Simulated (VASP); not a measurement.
Wanted: the native input for a VASP 6.6.1 run.

```
Task                   : relaxation of the atoms
Functional             : PBE
Potentials or basis    : VASP PAW PBE potentials, release 64 (Al, N)
Cutoff                 : 520 eV
k mesh                 : 11 × 11 × 6
Occupations            : fermi-dirac, width 0.02 eV
Spin                   : no spin polarisation
Dipole correction      : no
Further INCAR settings : ALGO = Normal; EDIFF = 1e-07; IBRION = 2; EDIFFG = -0.02; NSW = 80
```

The structure of AlN lies in POSCAR:

```
AlN
1.0
    3.0891268879      0.0000000000      0.0000000000
   -1.5445634439      2.6752623604      0.0000000000
    0.0000000000      0.0000000000      4.9465761741
Al N
2 2
Direct
    0.6666666667      0.3333333333      0.0000000000
    0.3333333333      0.6666666667      0.5000000000
    0.6666666667      0.3333333333      0.3820000000
    0.3333333333      0.6666666667      0.8820000000
```

These files were run (other wordings do the same):

INCAR

```
SYSTEM = AlN
  PREC = Accurate
  ENCUT = 520
  EDIFF = 1E-7
  ISMEAR = -1
  SIGMA = 0.02
  LREAL = .False.
  LASPH = .True.
  NELM = 80
  ALGO = Normal
  ISIF = 2
  LWAVE = .False.
  LCHARG = .False.
  GGA = PE
  IBRION = 2
  NSW = 80
  EDIFFG = -0.02
```

KPOINTS

```
Automatic mesh
0
Gamma
  11 11 6
  0 0 0
```

Potentials or basis: VASP PAW PBE potentials, release 64 (Al, N).

The run is started by

```bash
$ cat potpaw_PBE.64/Al/POTCAR potpaw_PBE.64/N/POTCAR > POTCAR
$ mpirun -np 1 vasp_std > vasp.out
```

Results of the run:

```yaml
Pressure_after_relaxing: 8.3 GPa
Band_gap_on_the_k_mesh: 4.39 eV
```

Caveat: the relaxation stopped at its first step, so nothing moved; an odd mesh through Γ misses points on the zone boundary, where band edges can lie.

Wall time 16 s on 1 thread of AMD EPYC 9R45 96-Core Processor (Zen 5), on a shared host, peak memory 0.14 GiB.
